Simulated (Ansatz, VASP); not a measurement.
# Two plane-wave programs on AlCo

```xyz
2
Lattice="2.8059 0.0000 0.0000 0.0000 2.8059 0.0000 0.0000 0.0000 2.9462" Properties=species:S:1:pos:R:3 pbc="T T T"
Al    0.0000    0.0000    0.0000
Co    1.4029    1.4029    1.4731
```

Alike in both runs: task single point; functional PBE; k mesh 24 × 24 × 24; occupations gaussian, width 0.15 eV; no spin polarisation.

```csv
,VASP,Ansatz
version,VASP 6.6.1,Ansatz 0.2.0
potentials or method,"VASP PAW PBE potentials, release 64 (Al, Co), cutoff 520 eV","scalar-relativistic, plane waves, PAW"
valence electrons in the cell,12,20
```

```tsv
	VASP	Ansatz	Ansatz less VASP
gap on the k mesh at the Fermi level (eV)	none	none	-
pressure (GPa)	0.0	0.3	+0.29
traceless stress, the component that is largest in VASP (GPa)	-4.00	-4.00	-0.003
```

A gap of «none» marks a metal or a gap that the smearing closes. With one functional, cell and mesh, what is left measures potentials, basis and numerics. VASP's potentials hold 12 valence electrons a cell and Ansatz's 20, so a difference there can come from the potentials and not from the codes.
